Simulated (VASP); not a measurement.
A run of VASP 6.6.1 is set up as follows.

INCAR

```
  PREC = Accurate
  ENCUT = 500
  EDIFF = 1E-6
  ISMEAR = 0
  SIGMA = 0.02
  LREAL = False
  LASPH = True
  NELM = 120
  ALGO = Normal
  ISIF = 2
  LWAVE = False
  LCHARG = False
  GGA = PS
  NBANDS = 11
  GGA_COMPAT = False
```

Contents of KPOINTS:

```
Automatic mesh
0
Gamma
  4 4 4
```

The input POSCAR:

```
AlAs
1.0
    0.0000000000      2.8371986853      2.8371986853
    2.8371986853      0.0000000000      2.8371986853
    2.8371986853      2.8371986853      0.0000000000
Al As
1 1
Direct
    0.0000000000      0.0000000000      0.0000000000
    0.2500000000      0.2500000000      0.2500000000
```

Potentials or basis: VASP PAW PBE potentials, release 64 (Al, As).

Launch:

```bash
$ cat potpaw_PBE.64/Al/POTCAR potpaw_PBE.64/As/POTCAR > POTCAR
$ mpirun -np 1 vasp_std > vasp.out
```

Problem. Estimate the pressure.

Solution. 0.6 GPa.

Problem. Predict the band gap on the k mesh.

Solution. 1.30 eV, indirect (least direct gap 1.91 eV).

Caveat: the k points lie up to 0.48 Å⁻¹ apart; the PAW data sets were made with another functional, which shifts forces and pressure a little. A k mesh can miss the band edges.
